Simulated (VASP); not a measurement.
Wanted: the native input for a VASP 6.6.1 run.

* Task: relaxation of cell and atoms
* Functional: PBE
* Potentials or basis: VASP PAW PBE potentials, release 64 (Ti_sv, Ru_pv, N)
* Cutoff: 600 eV
* k mesh: 5 × 5 × 1
* Occupations: gaussian, width 0.15 eV
* Spin: collinear spin, ferromagnetic start
* Starting moments: [1.0, 1.0, 1.0, 1.0, 0.0, 0.0, 0.0, 0.0] μB
* Dipole correction: no
* Further INCAR settings: ALGO = Normal; EDIFF = 1e-07; IBRION = 2; EDIFFG = -0.08; NSW = 36; ISIF = 3

The structure of TiRuN2 lies in POSCAR:

```
TiRuN2
1.0
    3.0000000000      0.0000000000      0.0000000000
   -1.5000000000      2.5980762100      0.0000000000
    0.0000000000      0.0000000000     11.7000000000
Ti Ru N
2 2 4
Direct
    0.0000000000      0.0000000000      0.0000000000
    0.0000000000      0.0000000000      0.5000000000
    0.3333333300      0.6666666700      0.7500000000
    0.6666666700      0.3333333300      0.2500000000
    0.3333333300      0.6666666700      0.1180000000
    0.6666666700      0.3333333300      0.8820000000
    0.6666666700      0.3333333300      0.6180000000
    0.3333333300      0.6666666700      0.3820000000
```

One way to write it, as run:

INCAR

```
SYSTEM = TiRuN2
  PREC = Accurate
  ENCUT = 600
  EDIFF = 1E-7
  ISMEAR = 0
  SIGMA = 0.15
  LREAL = .False.
  LASPH = .True.
  NELM = 150
  ALGO = Normal
  ISIF = 3
  LWAVE = .False.
  LCHARG = .False.
  ISPIN = 2
  MAGMOM = 1 1 1 1 0 0 0 0
  LORBIT = 11
  LMAXMIX = 4
  GGA = PE
  IBRION = 2
  NSW = 36
  EDIFFG = -0.08
```

KPOINTS

```
Automatic mesh
0
Gamma
  5 5 1
  0 0 0
```

Potentials or basis: VASP PAW PBE potentials, release 64 (Ti_sv, Ru_pv, N).

The run is started by

```bash
$ cat potpaw_PBE.64/Ti_sv/POTCAR potpaw_PBE.64/Ru_pv/POTCAR potpaw_PBE.64/N/POTCAR > POTCAR
$ mpirun -np 1 vasp_std > vasp.out
```

It gave:

| Property | Result |
| --- | --- |
| Relaxed volume | 9.89 Å³/atom |
| Relaxed cell | a = 3.055 Å, b = 3.055 Å, c = 9.790 Å, α = 90.00°, β = 90.00°, γ = 120.00° |
| Space group after relaxing (to 0.1 Å) | P6_3/mmc (No. 194) |
| Energy gained by relaxing | 299.3 meV/atom |
| Ionic steps | 9 |
| Pressure after relaxing | 0.0 GPa |
| Largest force after relaxing | 0.008 eV/Å |
| Band gap on the k mesh | zero (filled and empty bands overlap) |
| Net moment | 0.00 μB per cell |
| Valence electrons inside the program's atomic spheres | Ti 10.38; Ru 12.53; N 3.65 |

Caveat: the k points lie up to 0.64 Å⁻¹ apart in the final cell, too coarse for converged energies and pressures of a metal; a cell axis changed by over 15 % at a fixed basis, so the end point is rough.

Run time: 14 min on 1 thread of AMD EPYC 7R43 64-Core Processor (Zen 3) (shared host), peak memory 0.26 GiB.
